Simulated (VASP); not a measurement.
TaN:

```
Ta N
1.0
     0.00000    2.21132    2.21132
     2.21132    0.00000    2.21132
     2.21132    2.21132    0.00000
Ta N
1 1
Direct
  0.50000 0.50000 0.50000
  0.00000 0.00000 0.00000
```

| Property | Result |
| --- | --- |
| Program | VASP 6.6.1 |
| Task | relaxation of cell and atoms |
| Functional | r2SCAN |
| Potentials or basis | VASP PAW PBE potentials, release 64 (Ta_pv, N) |
| Cutoff | 660 eV |
| k mesh | 10 × 10 × 10 |
| Occupations | fermi-dirac, width 0.05 eV |
| Spin | no spin polarisation |
| Hubbard terms | Ta d U = 8.0 eV |

At the start: pressure 20.7 GPa; volume 10.81 Å³/atom.

Problem. How do energy, volume and symmetry change on relaxing?

Solution. Over 4 steps the energy falls by 40.3 meV/atom and the volume is 11.47 Å³/atom (+6.1 %); space group Fm-3m (No. 225, to 0.05 Å).

Step by step:
```tsv
step	energy change (eV)	largest force (eV/Å)	pressure (GPa)	volume (Å³)
1	0.0000	0.0000	20.69	21.63
2	0.2885	0.0000	-30.91	26.30
3	-0.0803	0.0000	-0.83	23.00
4	-0.0805	0.0000	-0.07	22.95
```

Final structure:
```
Ta N
1.0
     0.00000    2.25539    2.25539
     2.25539    0.00000    2.25539
     2.25539    2.25539    0.00000
Ta N
1 1
Direct
  0.50000 0.50000 0.50000
  0.00000 0.00000 0.00000
```

Caveat: the PAW data sets were made with another functional, which shifts forces and pressure a little; U without spin polarisation on a metal has little footing.
